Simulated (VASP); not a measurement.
A run of VASP 6.6.1:

File INCAR:

```
SYSTEM = Ir
  PREC = Accurate
  ENCUT = 420
  EDIFF = 1E-6
  ISMEAR = -1
  SIGMA = 0.05
  LREAL = .FALSE.
  LASPH = .TRUE.
  NELM = 120
  ALGO = Normal
  ISIF = 2
  LWAVE = .FALSE.
  LCHARG = .FALSE.
  GGA = PS
  NBANDS = 50
  GGA_COMPAT = .FALSE.
  NELMDL = -8
```

KPOINTS

```
Automatic mesh
0
G
  13 13 1
  0 0 0
```

POSCAR

```
Ir
1.0
    2.7088887785      0.0000000000      0.0000000000
    0.0000000000      2.7088887785      0.0000000000
    0.0000000000      0.0000000000     23.6619000000
Ir
5
Direct
    0.0000000000      0.0000000000      0.3417782078
    0.5000000000      0.5000000000      0.4180576804
    0.0000000000      0.0000000000      0.4999999998
    0.5000000000      0.5000000000      0.5819423198
    0.0000000000      0.0000000000      0.6582217921
```

Potentials or basis: VASP PAW PBE potentials, release 64 (Ir_sv_GW).

Launch:

```sh
$ cat potpaw_PBE.64/Ir_sv_GW/POTCAR > POTCAR
$ mpirun -np 1 vasp_std > vasp.out
```

Hardware: 1 thread of Intel(R) Xeon(R) Platinum 8559C (Emerald Rapids), with other jobs on the host.

Task: Estimate the wall time of this run.

Result: It took 3.5 min on 1 thread of Intel(R) Xeon(R) Platinum 8559C (Emerald Rapids), with other jobs on the host, peak memory 0.29 GiB. Counts: scf iterations 36, k points 28.
